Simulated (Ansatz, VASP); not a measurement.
**ZnO: VASP beside Ansatz**

```
Zn O
1.0
     3.17545    0.00000    0.00000
    -1.58772    2.75002    0.00000
     0.00000    0.00000    5.39921
Zn O
2 2
Direct
  0.33333 0.66667 0.00158
  0.66667 0.33333 0.50158
  0.33333 0.66667 0.41069
  0.66667 0.33333 0.91069
```

Alike in both runs: task single point; functional PBEsol; k mesh 9 × 9 × 6; occupations gaussian, width 0.05 eV; no spin polarisation.

|  | VASP | Ansatz |
| --- | --- | --- |
| version | VASP 6.6.1 | Ansatz 0.2.0 |
| potentials or method | VASP PAW PBE potentials, release 64 (Zn, O), cutoff 520 eV | scalar-relativistic, plane waves, PAW |
| valence electrons in the cell | 36 | 36 |

|  | VASP | Ansatz | Ansatz less VASP |
| --- | --- | --- | --- |
| gap on the k mesh at the Fermi level (eV) | 0.67 | 0.68 | +0.007 |
| least direct gap on the mesh (eV) | 0.67 | 0.68 | +0.007 |
| pressure (GPa) | 5.4 | 4.4 | -0.98 |
| traceless stress, the component that is largest in VASP (GPa) | -12.93 | -12.30 | +0.633 |
| rms of the force components (eV/Å) | 0.455 | 0.434 | -0.0211 |

VASP's potentials were made for PBE, not for PBEsol, and Ansatz warns of the same on its side. Atom by atom the forces differ by 0.021 eV/Å (rms over components).
